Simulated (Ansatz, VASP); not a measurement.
# NiBTe3 in VASP and in Ansatz

```
Ni B Te
1.0
     5.03184    0.00000    0.00000
     0.00000    5.03184    0.00000
     0.00000    0.00000    5.03184
Ni B Te
1 1 3
Direct
  0.50000 0.50000 0.50000
  0.00000 0.00000 0.00000
  0.00000 0.50000 0.50000
  0.50000 0.00000 0.50000
  0.50000 0.50000 0.00000
```

Alike in both runs: functional r2SCAN; k mesh 4 × 4 × 4; occupations gaussian, width 0.1 eV; no spin polarisation.

Ansatz relaxed the structure, and its values are those at the end. VASP's run is a single point on that final structure, the one shown.

|  | VASP | Ansatz |
| --- | --- | --- |
| version | VASP 6.6.1 | Ansatz 0.2.0 |
| potentials or method | VASP PAW PBE potentials, release 64 (Ni, B, Te), cutoff 520 eV | scalar-relativistic, plane waves, PAW |
| valence electrons in the cell | 31 | 69 |

Ansatz gave:

* gap on the k mesh at the Fermi level (eV): none
* pressure (GPa): 0.3

Which values does VASP return?

gap on the k mesh at the Fermi level (eV): none; pressure (GPa): 0.2.

VASP's potentials were made for PBE, not for r2SCAN. A gap of «none» marks a metal or a gap that the smearing closes. VASP's potentials hold 31 valence electrons a cell and Ansatz's 69, so a difference there can come from the potentials and not from the codes.

Neither program's run includes spin-orbit coupling.
